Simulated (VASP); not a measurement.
Al3C2: relaxation of cell and atoms with PBE

The system is Al3C2.

```
CELL_PARAMETERS angstrom
3.99111 0.00000 0.00000
-1.99555 3.45640 0.00000
0.00000 0.00000 4.81889
ATOMIC_POSITIONS crystal
Al 0.00000 0.00000 0.00000
Al 0.33333 0.66667 0.62500
Al 0.66667 0.33333 0.37500
C 0.33333 0.66667 0.13800
C 0.66667 0.33333 0.86200
```

- Program: VASP 6.6.1
- Task: relaxation of cell and atoms
- Functional: PBE
- Potentials or basis: VASP PAW PBE potentials, release 64 (Al, C)
- Cutoff: 600 eV
- k mesh: 6 × 6 × 4
- Occupations: gaussian, width 0.1 eV
- Spin: no spin polarisation
- Dipole correction: no
- Further INCAR settings: ALGO = Normal; EDIFF = 1e-07; IBRION = 2; EDIFFG = -0.04; NSW = 90; ISIF = 3

```json
{
  "Relaxed volume": "11.48 Å³/atom",
  "Relaxed cell": "a = 3.141 Å, b = 3.141 Å, c = 6.721 Å, α = 90.00°, β = 90.00°, γ = 120.00°",
  "Space group after relaxing (to 0.05 Å)": "P-3m1 (No. 164)",
  "Energy gained by relaxing": "955.9 meV/atom",
  "Ionic steps": "50",
  "Pressure after relaxing": "0.1 GPa",
  "Largest force after relaxing": "0.018 eV/Å"
}
```

Forces on the atoms (eV/Å):
```
Al   0.000  0.000  0.000
Al   0.000  0.000  0.011
Al   0.000  0.000 -0.011
C    0.000  0.000  0.018
C    0.000  0.000 -0.018
```

Stress tensor (GPa, compression positive):
```
0.06 0.00 0.00
0.00 0.06 0.00
0.00 0.00 0.20
```

Step by step:
| step | energy change (eV) | largest force (eV/Å) | pressure (GPa) | volume (Å³) |
| --- | --- | --- | --- | --- |
| 1 | 0.0000 | 2.2913 | -12.44 | 66.48 |
| 3 | -1.4739 | 2.1154 | 24.61 | 48.67 |
| 5 | -2.2451 | 1.4703 | 14.92 | 50.81 |
| 7 | -2.4787 | 0.2957 | 16.72 | 50.53 |
| 9 | -2.8818 | 0.8819 | -4.09 | 57.12 |
| 11 | -3.6345 | 1.3124 | -1.66 | 56.97 |
| 13 | -4.0022 | 1.1050 | 4.52 | 56.10 |
| 15 | -4.0236 | 0.8982 | 9.84 | 55.43 |
| 17 | -4.0871 | 0.7547 | 6.64 | 57.15 |
| 19 | -4.1801 | 0.2415 | -1.29 | 59.63 |
| 21 | -4.1852 | 0.2503 | -0.74 | 59.32 |
| 23 | -4.2067 | 0.2548 | -0.61 | 58.05 |
| 25 | -4.2098 | 0.4036 | -0.79 | 57.54 |
| 27 | -4.2373 | 0.2796 | 0.25 | 56.32 |
| 29 | -4.2693 | 0.2844 | 2.52 | 54.47 |
| 31 | -4.3448 | 0.0668 | 0.47 | 54.08 |
| 33 | -4.3503 | 0.1487 | 0.37 | 54.00 |
| 35 | -4.4013 | 0.3276 | 1.18 | 53.87 |
| 37 | -4.4694 | 1.0063 | 3.51 | 53.78 |
| 39 | -4.4984 | 1.3398 | 4.16 | 53.96 |
| 41 | -4.6963 | 0.6849 | 1.23 | 55.47 |
| 43 | -4.7580 | 0.4944 | -0.51 | 57.05 |
| 45 | -4.7751 | 0.1304 | 0.61 | 56.97 |
| 47 | -4.7770 | 0.0559 | -0.49 | 57.41 |
| 49 | -4.7792 | 0.0500 | -0.05 | 57.44 |
| 50 | -4.7795 | 0.0183 | 0.11 | 57.42 |

Final structure:
```xyz
5
Lattice="3.1410 0.0000 0.0000 -1.5705 2.7202 0.0000 0.0000 0.0000 6.7205" Properties=species:S:1:pos:R:3 pbc="T T T"
Al   -1.5705    2.7202    0.0000
Al    0.0000    1.8135    4.6144
Al    1.5705    0.9067    2.1062
C     0.0000    1.8135    1.2421
C     1.5705    0.9067    5.4784
```

Levels at points of the mesh, in eV from the Fermi level:
```csv
k point,band 5,band 6,band 7,band 8,band 9,band 10,band 11,band 12
"(0.00, 0.00, 0.00)",-1.99,-1.19,-1.19,-0.66,-0.66,4.69,5.86,6.60
"(0.50, 0.00, 0.00)",-4.86,-3.56,-3.07,-1.96,0.36,0.73,2.37,3.81
"(0.00, 0.00, 0.50)",-1.16,-1.16,-0.68,-0.68,1.08,4.61,4.79,6.62
"(0.50, 0.00, 0.50)",-3.52,-3.19,-3.01,-2.08,-0.90,-0.55,2.65,3.77
```

Run time: 7.1 min on 1 thread of Intel(R) Xeon(R) 6975P-C (Granite Rapids), on a shared host, peak memory 0.2 GiB.
